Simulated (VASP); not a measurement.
# MgB2 (P6/mmm) in VASP: a series of runs

Aim: see how the results for MgB2 move with the level of theory and the settings. Levels: PBE+D3(BJ), RPBE+D4. Tasks: single point.

All numbers are computed with VASP 6.6.1; they aren't measurements. Logs are shortened: lines on timing, memory, paths and dates and some standing lists are left out, and cuts for length are marked.

## 1. The cell of the first run

Symmetry: P6/mmm, No. 191, hexagonal system. The conventional cell has a = 3.072 Å, b = 3.072 Å, c = 3.477 Å, α = 90.00°, β = 90.00°, γ = 120.00°. Mg (site symmetry 6/mmm) has 12 B at 2.48 Å and 6 Mg at 3.07 Å within 3.3 Å. B (site symmetry -6m2) has 3 B at 1.77 Å within 2.4 Å.

## 2. Single point, PBE+D3(BJ) (volume scaled by 1.02)

The input, INCAR:

```
PREC = Accurate ; ENCUT = 520
EDIFF = 1E-6 ; ISMEAR = 0
SIGMA = 0.05 ; LREAL = F
LASPH = T ; NELM = 80
ALGO = Normal ; ISIF = 2
LWAVE = F ; LCHARG = T
GGA = PE ; IVDW = 12
LELF = T ; LVHAR = T
NBANDS = 11
```

The input, KPOINTS:

```
Automatic mesh
0
Gamma
  8 8 6
```

The input, POSCAR:

```
MgB2
1.0
    3.0719311564      0.0000000000      0.0000000000
   -1.5359655782      2.6603704201      0.0000000000
    0.0000000000      0.0000000000      3.4766837261
Mg B
1 2
Direct
    0.0000000000      0.0000000000      0.0000000000
    0.3333333333      0.6666666667      0.5000000000
    0.6666666667      0.3333333333      0.5000000000
```

Potentials or basis: VASP PAW PBE potentials, release 64 (Mg, B).

Run with:

```bash
$ cat potpaw_PBE.64/Mg/POTCAR potpaw_PBE.64/B/POTCAR > POTCAR
$ mpirun -np 1 vasp_std > vasp.out
```

OUTCAR:

```text
PREC = Accurate
   ENCUT = 520
   EDIFF = 1E-6
   ISMEAR = 0
   LREAL = F
   LASPH = T
   NELM = 80
   ISIF = 2
   GGA = PE
   IVDW = 12
 IVDW          = 12

 ion  position               nearest neighbor table
   1  0.000  0.000  0.000-   2 2.48   3 2.48   2 2.48   3 2.48   2 2.48   2 2.48   3 2.48   3 2.48
                             3 2.48   3 2.48   2 2.48   2 2.48
   2  0.333  0.667  0.500-   3 1.77   3 1.77   3 1.77   1 2.48   1 2.48   1 2.48   1 2.48   1 2.48
                             1 2.48
   3  0.667  0.333  0.500-   2 1.77   2 1.77   2 1.77   1 2.48   1 2.48   1 2.48   1 2.48   1 2.48
                             1 2.48

  LATTYP: Found a hexagonal cell.
 ALAT       =     3.0719311564
 C/A-ratio  =     1.1317583465

  Lattice vectors:

 A1 = (   3.0719311564,   0.0000000000,   0.0000000000)
 A2 = (  -1.5359655782,   2.6603704201,   0.0000000000)
 A3 = (   0.0000000000,   0.0000000000,   3.4766837261)

Analysis of symmetry for initial positions (statically):
=====================================================================
 Subroutine PRICEL returns:
 Original cell was already a primitive cell.

 Routine SETGRP: Setting up the symmetry group for a
 hexagonal supercell.

 Subroutine GETGRP returns: Found 24 space group operations
 (whereof 24 operations were pure point group operations)
 out of a pool of 24 trial point group operations.

The static configuration has the point symmetry D_6h.

Analysis of symmetry for dynamics (positions and initial velocities):
=====================================================================
 Subroutine PRICEL returns:
 Original cell was already a primitive cell.

 Routine SETGRP: Setting up the symmetry group for a
 hexagonal supercell.

 Subroutine GETGRP returns: Found 24 space group operations
 (whereof 24 operations were pure point group operations)
 out of a pool of 24 trial point group operations.

The dynamic configuration has the point symmetry D_6h.

 Subroutine INISYM returns: Found 24 space group operations
 (whereof 24 operations are pure point group operations),
 and found     1 'primitive' translations

----------------------------------------------------------------------------------------

                                     Primitive cell

  volume of cell :      28.4131

  direct lattice vectors                    reciprocal lattice vectors
     3.071931156  0.000000000  0.000000000     0.325528128  0.187943753  0.000000000
    -1.535965578  2.660370420  0.000000000     0.000000000  0.375887505  0.000000000
     0.000000000  0.000000000  3.476683726     0.000000000  0.000000000  0.287630420

  length of vectors
     3.071931156  3.071931156  3.476683726     0.375887505  0.375887505  0.287630420

  position of ions in fractional coordinates (direct lattice)
     0.000000000  0.000000000  0.000000000
     0.333333333  0.666666667  0.500000000
     0.666666667  0.333333333  0.500000000

  ion indices of the primitive-cell ions
   primitive index   ion index
                 1           1
                 2           2
                 3           3

----------------------------------------------------------------------------------------

 KPOINTS: Automatic mesh

Automatic generation of k-mesh.
 Grid dimensions read from file:
 generate k-points for:    8    8    6

 Generating k-lattice:

  Cartesian coordinates                     Fractional coordinates (reciprocal lattice)
     0.040691016  0.023492969  0.000000000     0.125000000  0.000000000  0.000000000
     0.000000000  0.046985938  0.000000000     0.000000000  0.125000000  0.000000000
     0.000000000  0.000000000  0.047938403     0.000000000  0.000000000  0.166666667

  Length of vectors
     0.046985938  0.046985938  0.047938403

  Shift w.r.t. Gamma in fractional coordinates (k-lattice)
     0.000000000  0.000000000  0.000000000

 Subroutine IBZKPT returns following result:
 ===========================================

 Found     40 irreducible k-points:

 Following reciprocal coordinates:
            Coordinates               Weight
  0.000000  0.000000  0.000000      1.000000
  0.125000 -0.000000  0.000000      6.000000
  0.250000 -0.000000  0.000000      6.000000
  0.375000  0.000000  0.000000      6.000000
  0.500000 -0.000000  0.000000      3.000000
  0.125000  0.125000  0.000000      6.000000
[... 16 lines left out ...]
  0.250000 -0.000000  0.333333     12.000000
  0.375000  0.000000  0.333333     12.000000
 [... further k-points ...]
   k-points           NKPTS =     40   k-points in BZ     NKDIM =     40   number of bands    NBANDS=     11
   number of dos      NEDOS =    301   number of ions     NIONS =      3
   total plane-waves  NPLWV =  16128
   dimension x,y,z NGX =    24 NGY =   24 NGZ =   28
   dimension x,y,z NGXF=    48 NGYF=   48 NGZF=   56
   ions per type =               1   2
   NGX,Y,Z   is equivalent  to a cutoff of  12.99, 12.99, 13.39 a.u.
   NGXF,Y,Z  is equivalent  to a cutoff of  25.98, 25.98, 26.78 a.u.
 SYSTEM =  unknown system
   PREC   = accura    normal or accurate (medium, high low for compatibility)
   ISTART =      0    job   : 0-new  1-cont  2-samecut
   ICHARG =      2    charge: 1-file 2-atom 10-const
   ISPIN  =      1    spin polarized calculation?
   LNONCOLLINEAR =      F non collinear calculations
   LSORBIT =      F    spin-orbit coupling
   LASPH  =      T    aspherical Exc in radial PAW
   ENCUT  =  520.0 eV  38.22 Ry    6.18 a.u.   5.71  5.71  6.46*2*pi/ulx,y,z
   NELM   =     80;   NELMIN=  2; NELMDL= -5     # of ELM steps
   EDIFF  = 0.1E-05   stopping-criterion for ELM
   LREAL  =      F    real-space projection
[... 7 lines left out ...]
   TEBEG  =    0.0;   TEEND  =   0.0 temperature during run
   PSTRESS=    0.0 pullay stress
   NELECT =       8.0000    total number of electrons
   NUPDOWN=      -1.0000    fix difference up-down
   EMIN   =  10.00;   EMAX   =-10.00  energy-range for DOS
   EFERMI =   0.00;   METHOD = LEGACY
   ISMEAR =     0;   SIGMA  =   0.05  broadening in eV -4-tet -1-fermi 0-gaus
   EFERMI_NEDOS =   21; number of points for ismear=-14 and -15
   IALGO  =     38    algorithm
   IMIX   =      4    mixing-type and parameters
     AMIX     =   0.40;   BMIX     =  1.00
     AMIX_MAG =   1.60;   BMIX_MAG =  1.00
  volume/ion in A,a.u.               =       9.47        63.91
  Fermi-wavevector in a.u.,A,eV,Ry     =   1.072997  2.027671 15.664699  1.151323
  Thomas-Fermi vector in A             =   2.208784
   LORBIT       =      0    0 simple, 1 ext, 2 COOP (PROOUT), +10 PAW based schemes
   GGA     = PE    functional components
   LHFCALC =     F    Hartree Fock is set to
   AEXX    =    0.0000 exact exchange contribution
   IVDW    =    12    specifies the selected vdW correction
   LEPSILON=     F    determine dielectric tensor
   LRPA    =     F    only Hartree local field effects (RPA)
 non-spin polarized calculation
 Gauss-broadening in eV      SIGMA  =   0.05
  energy-cutoff  :      520.00
  volume of cell :       28.41
 maximum number of plane-waves:       781
 NGX is ok and might be reduce to    24
   NGX = 11   NGY = 11   NGZ = 13

 number of electron       8.0000000 magnetization

 Free energy of the ion-electron system (eV)
  ---------------------------------------------------
  ext. energy  EPLUGINS =         0.00000000
  ---------------------------------------------------
  free energy    TOTEN  =       -15.31120574 eV

  energy without entropy =      -15.30881531  energy(sigma->0) =      -15.31001053

 E-fermi :   5.4302     XC(G=0): -11.0002

 val. band max:        5.2956431513   @ k =   0.2500   0.2500   0.5000
 cond. band min:       5.4354080094   @ k =   0.1250  -0.0000   0.3333
 fundamental gap:      0.1397648581
 Fermi energy:         5.4301544570

 k-point     1 :       0.0000    0.0000    0.0000
  band No.  band energies     occupation
      1      -7.1255      2.00000
      2       2.5303      2.00000
      3       5.7443      0.00000
      4       5.7443      0.00000
      5       7.2707      0.00000
      6      11.7145      0.00000
      7      11.7145      0.00000
      8      13.5756      0.00000
      9      15.4792      0.00000
     10      18.1907      0.00000
     11      21.7904      0.00000

 k-point     2 :       0.1250   -0.0000    0.0000
  band No.  band energies     occupation
      1      -6.8525      2.00000
      2       2.7951      2.00000
      3       4.4683      2.00000
      4       5.1606      2.00000
      5       7.5096      0.00000
      6      11.4888      0.00000
      7      12.8502      0.00000
      8      14.1709      0.00000
      9      14.5441      0.00000
     10      19.4660      0.00000
     11      20.7268      0.00000

 k-point     3 :       0.2500   -0.0000    0.0000
  band No.  band energies     occupation
      1      -6.0408      2.00000
      2       1.9698      2.00000
      3       3.5732      2.00000
      4       4.1651      2.00000
      5       8.2071      0.00000
      6      10.8097      0.00000
      7      12.3435      0.00000
      8      14.8202      0.00000
      9      15.4378      0.00000
     10      19.5939      0.00000
     11      19.8417      0.00000
[... 267 lines left out ...]
 k-point    23 :       0.2500   -0.0000    0.3333
  band No.  band energies     occupation
      1      -5.2244      2.00000
      2       0.0723      2.00000
      3       2.4600      2.00000
      4       4.4130      2.00000
      5       9.2153      0.00000
      6      11.3615      0.00000
      7      14.1961      0.00000
      8      15.7082      0.00000
      9      16.1150      0.00000
     10      16.6028      0.00000
     11      17.4408      0.00000

 k-point    24 :       0.3750    0.0000    0.3333
  band No.  band energies     occupation
      1      -3.9622      2.00000
      2       0.0045      2.00000
      3       1.4527      2.00000
      4       3.6721      2.00000
      5       6.5258      0.00000
      6      10.8989      0.00000
      7      14.9408      0.00000
      8      15.2872      0.00000
      9      15.9385      0.00000
     10      18.6489      0.00000
     11      18.9730      0.00000

 [... further k-points ...]

------------------------ aborting loop because EDIFF is reached ----------------------------------------

 Edisp (eV)   -0.86576

 E8    (eV) :    -0.3349

  FORCE on cell =-STRESS in cart. coord.  units (eV):
  Direction    XX          YY          ZZ          XY          YZ          ZX
  --------------------------------------------------------------------------------------
  -------------------------------------------------------------------------------------
  Total      -0.55265    -0.55265    -0.58204     0.00000    -0.00000    -0.00000
  in kB     -31.16307   -31.16307   -32.82025     0.00000    -0.00000    -0.00000
  external pressure =      -31.72 kB  Pullay stress =        0.00 kB

 VOLUME and BASIS-vectors are now :
 -----------------------------------------------------------------------------
  energy-cutoff  :      520.00
  volume of cell :       28.41
      direct lattice vectors                 reciprocal lattice vectors
     3.071931156  0.000000000  0.000000000     0.325528128  0.187943753  0.000000000
    -1.535965578  2.660370420  0.000000000     0.000000000  0.375887505  0.000000000
     0.000000000  0.000000000  3.476683726     0.000000000  0.000000000  0.287630420

 POSITION                                       TOTAL-FORCE (eV/Angst)
 -----------------------------------------------------------------------------------
      0.00000      0.00000      0.00000         0.000000      0.000000      0.000000
     -0.00000      1.77358      1.73834        -0.000000     -0.000000      0.000000
      1.53597      0.88679      1.73834         0.000000      0.000000      0.000000
 -----------------------------------------------------------------------------------
    total drift:                                0.000000     -0.000000      0.000000

  FREE ENERGIE OF THE ION-ELECTRON SYSTEM (eV)
  ---------------------------------------------------
  free  energy   TOTEN  =       -16.1769655137 eV

  energy  without entropy=      -16.1745750825  energy(sigma->0) =      -16.17577030
```

Run time: 15 s. Hardware: 1 thread of Intel Xeon Platinum 8259CL at 2.50GHz (Skylake/Cascade Lake), shared host; peak memory 0.16 GiB.

Results:

```yaml
Free_energy: -16.1770 eV
Pressure: -3.2 GPa
Band_gap_on_the_k_mesh: zero (band 4 reaches 6.58 eV, above the bottom of band 5 at 3.93 eV)
Dispersion_energy_per_atom: -0.289 eV
```

Stress tensor (GPa, compression positive):
```
-3.12  0.00  0.00
 0.00 -3.12  0.00
 0.00  0.00 -3.28
```

Levels at points of the mesh, in eV from the Fermi level:
| k point | band 2 | band 3 | band 4 | band 5 | band 6 | band 7 |
| --- | --- | --- | --- | --- | --- | --- |
| (0.00, 0.00, 0.00) | -2.90 | 0.31 | 0.31 | 1.84 | 6.28 | 6.28 |
| (0.50, 0.00, 0.00) | -7.94 | -2.24 | 0.25 | 3.16 | 3.84 | 5.53 |
| (0.00, 0.00, 0.50) | -7.51 | 0.72 | 0.72 | 6.62 | 6.62 | 7.95 |
| (0.50, 0.00, 0.50) | -6.99 | -3.64 | -1.94 | -1.33 | 5.75 | 8.90 |

Caveat: the cell differs from its parent crystal (volume scaled by 1.02); pairwise dispersion overbinds metals, which lowers pressure and volume.

## 3. Single point, RPBE+D4

This run uses another cell than the first one, of 9.23 Å³/atom, 0.974 times its volume.

The input, INCAR:

```
PREC = Accurate ; ENCUT = 520
EDIFF = 1E-6 ; ISMEAR = 0
SIGMA = 0.05 ; LREAL = F
LASPH = T ; NELM = 60
ALGO = Normal ; ISIF = 2
LWAVE = F ; LCHARG = T
GGA = RP ; IVDW = 13
LELF = T ; LVHAR = T
NBANDS = 11
```

The input, KPOINTS:

```
regular mesh
0
Gamma
  8 8 6
```

The input, POSCAR:

```
MgB2
1.0
    3.0551542727      0.0000000000      0.0000000000
   -1.5275771364      2.6458412126      0.0000000000
    0.0000000000      0.0000000000      3.4236842527
Mg B
1 2
Direct
    0.0000000000      0.0000000000      0.0000000000
    0.3333333333      0.6666666667      0.5000000000
    0.6666666667      0.3333333333      0.5000000000
```

Potentials or basis: VASP PAW PBE potentials, release 64 (Mg, B).

Run with:

```bash
$ cat potpaw_PBE.64/Mg/POTCAR potpaw_PBE.64/B/POTCAR > POTCAR
$ mpirun -np 1 vasp_std > vasp.out
```

OUTCAR:

```text
PREC = Accurate
   ENCUT = 520
   EDIFF = 1E-6
   ISMEAR = 0
   LREAL = F
   LASPH = T
   NELM = 60
   ISIF = 2
   GGA = RP
   IVDW = 13

 ion  position               nearest neighbor table
   1  0.000  0.000  0.000-   2 2.46   3 2.46   2 2.46   3 2.46   2 2.46   2 2.46   3 2.46   3 2.46
                             3 2.46   3 2.46   2 2.46   2 2.46
   2  0.333  0.667  0.500-   3 1.76   3 1.76   3 1.76   1 2.46   1 2.46   1 2.46   1 2.46   1 2.46
                             1 2.46
   3  0.667  0.333  0.500-   2 1.76   2 1.76   2 1.76   1 2.46   1 2.46   1 2.46   1 2.46   1 2.46
                             1 2.46

  LATTYP: Found a hexagonal cell.
 ALAT       =     3.0551542727
 C/A-ratio  =     1.1206256533

  Lattice vectors:

 A1 = (   3.0551542727,   0.0000000000,   0.0000000000)
 A2 = (  -1.5275771364,   2.6458412126,   0.0000000000)
 A3 = (   0.0000000000,   0.0000000000,   3.4236842527)

Analysis of symmetry for initial positions (statically):
=====================================================================
 Subroutine PRICEL returns:
 Original cell was already a primitive cell.

 Routine SETGRP: Setting up the symmetry group for a
[... 186 lines left out ...]
      7      12.0366      0.00000
      8      13.9490      0.00000
      9      16.0252      0.00000
     10      18.7434      0.00000
     11      22.4548      0.00000
[... 309 lines left out ...]
 k-point    24 :       0.3750   -0.0000    0.3333
  band No.  band energies     occupation
      1      -3.8038      2.00000
      2       0.2089      2.00000
      3       1.7108      2.00000
      4       3.9233      2.00000
      5       6.8365      0.00000
      6      11.2659      0.00000
      7      15.6698      0.00000
      8      15.7609      0.00000
      9      16.6367      0.00000
     10      19.3295      0.00000
     11      19.4547      0.00000

 [... further k-points ...]

------------------------ aborting loop because EDIFF is reached ----------------------------------------

  DFT-D4 for vdW energy calculation

  Edisp (eV):   -1.48411

  FORCE on cell =-STRESS in cart. coord.  units (eV):
  Direction    XX          YY          ZZ          XY          YZ          ZX
  --------------------------------------------------------------------------------------
  -------------------------------------------------------------------------------------
  Total      -0.04860    -0.04860    -0.07686     0.00000     0.00000     0.00000
  in kB      -2.81334    -2.81334    -4.44937     0.00000     0.00000     0.00000
  external pressure =       -3.36 kB  Pullay stress =        0.00 kB

 VOLUME and BASIS-vectors are now :
 -----------------------------------------------------------------------------
  energy-cutoff  :      520.00
  volume of cell :       27.68
      direct lattice vectors                 reciprocal lattice vectors
     3.055154273  0.000000000  0.000000000     0.327315713  0.188975815  0.000000000
    -1.527577136  2.645841213  0.000000000     0.000000000  0.377951630  0.000000000
     0.000000000  0.000000000  3.423684253     0.000000000  0.000000000  0.292083009

 POSITION                                       TOTAL-FORCE (eV/Angst)
 -----------------------------------------------------------------------------------
      0.00000      0.00000      0.00000        -0.000000      0.000000      0.000000
     -0.00000      1.76389      1.71184        -0.000000     -0.000000      0.000000
      1.52758      0.88195      1.71184         0.000000      0.000000      0.000000
 -----------------------------------------------------------------------------------
    total drift:                                0.000000     -0.000000      0.000000

  FREE ENERGIE OF THE ION-ELECTRON SYSTEM (eV)
  ---------------------------------------------------
  free  energy   TOTEN  =       -15.9420995129 eV

  energy  without entropy=      -15.9399280233  energy(sigma->0) =      -15.94101377
```

OSZICAR:

```text
N       E                     dE             d eps       ncg     rms          rms(c)
DAV:   1     0.588092590797E+01    0.58809E+01   -0.39232E+03   960   0.625E+02
DAV:   2    -0.155233798386E+02   -0.21404E+02   -0.20260E+02  1143   0.110E+02
DAV:   3    -0.160625375599E+02   -0.53916E+00   -0.53758E+00  1129   0.143E+01
DAV:   4    -0.160640004999E+02   -0.14629E-02   -0.14628E-02  1015   0.791E-01
DAV:   5    -0.160640061011E+02   -0.56012E-05   -0.56012E-05  1090   0.514E-02    0.533E+00
DAV:   6    -0.147336716865E+02    0.13303E+01   -0.15137E+00   985   0.589E+00    0.267E+00
DAV:   7    -0.144640266460E+02    0.26965E+00   -0.98783E-01  1009   0.472E+00    0.784E-01
DAV:   8    -0.144722651993E+02   -0.82386E-02   -0.11485E-01   967   0.184E+00    0.529E-01
DAV:   9    -0.144584517531E+02    0.13813E-01   -0.24594E-02   982   0.751E-01    0.114E-01
DAV:  10    -0.144579921826E+02    0.45957E-03   -0.23586E-03  1058   0.262E-01    0.317E-02
DAV:  11    -0.144579847124E+02    0.74702E-05   -0.85745E-05   967   0.614E-02    0.324E-03
DAV:  12    -0.144579862610E+02   -0.15485E-05   -0.65849E-06   981   0.127E-02    0.658E-03
DAV:  13    -0.144579846962E+02    0.15648E-05   -0.33849E-06   994   0.873E-03    0.578E-04
DAV:  14    -0.144579847258E+02   -0.29678E-07   -0.19742E-07   485   0.259E-03
   1 F= -.15942100E+02 E0= -.15941014E+02  d E =-.217149E-02
```

Run time: 14 s. Hardware: 1 thread of Intel Xeon Platinum 8259CL at 2.50GHz (Skylake/Cascade Lake), shared host; peak memory 0.15 GiB.

Results:

```
Free energy                : -15.9421 eV
Pressure                   : -0.3 GPa
Band gap on the k mesh     : zero (band 4 reaches 6.95 eV, above the bottom of band 5 at 4.17 eV)
Dispersion energy per atom : -0.495 eV
```

Levels at points of the mesh, in eV from the Fermi level:
```csv
k point,band 2,band 3,band 4,band 5,band 6,band 7
"(0.00, 0.00, 0.00)",-2.84,0.29,0.29,2.09,6.31,6.31
"(0.50, 0.00, 0.00)",-8.08,-2.31,0.31,3.30,3.81,5.82
"(0.00, 0.00, 0.50)",-7.60,0.73,0.73,6.64,6.64,8.03
"(0.50, 0.00, 0.50)",-7.09,-3.72,-1.98,-1.34,5.83,9.12
```

Caveat: the PAW data sets were made with another functional, which shifts forces and pressure a little; pairwise dispersion overbinds metals, which lowers pressure and volume.

[end of part 1 of 2]
